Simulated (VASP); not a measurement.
Runs of VASP 6.6.1 on BN. It takes space group P6_3/mmc (No. 194, hexagonal). Conventional cell: a = 2.498 Å, b = 2.498 Å, c = 6.636 Å, α = 90.00°, β = 90.00°, γ = 120.00°. B (site symmetry -6m2) has 3 N at 1.44 Å within 1.9 Å. N (site symmetry -6m2) has 3 B at 1.44 Å within 1.9 Å. 

```tsv
level	potentials or basis	gap on the mesh (eV)	pressure (GPa)
r2SCAN	VASP PAW PBE potentials, release 64 (B, N)	4.89	(a)
BLYP	VASP PAW PBE potentials, release 64 (B, N)	4.36	7.1
revPBE	VASP PAW PBE potentials, release 64 (B, N)	4.37	(b)
LDA	VASP PAW LDA potentials, release 64 (B, N)	4.09	(c)
```

Alike in all rows: task single point; no spin polarisation; cell as given; k mesh 12 × 12 × 4; cutoff (eV) 520; smearing fermi-dirac 0.1 eV.

Estimate the missing entries.

(a) 1.5; (b) 8.2; (c) -2.5.

Caveats: the PAW data sets were made with another functional, which shifts forces and pressure a little (some runs); this functional lacks dispersion, which binds the layers, so the pressure and a relaxed spacing across them are unreliable (some runs).

A k mesh can miss the band edges.
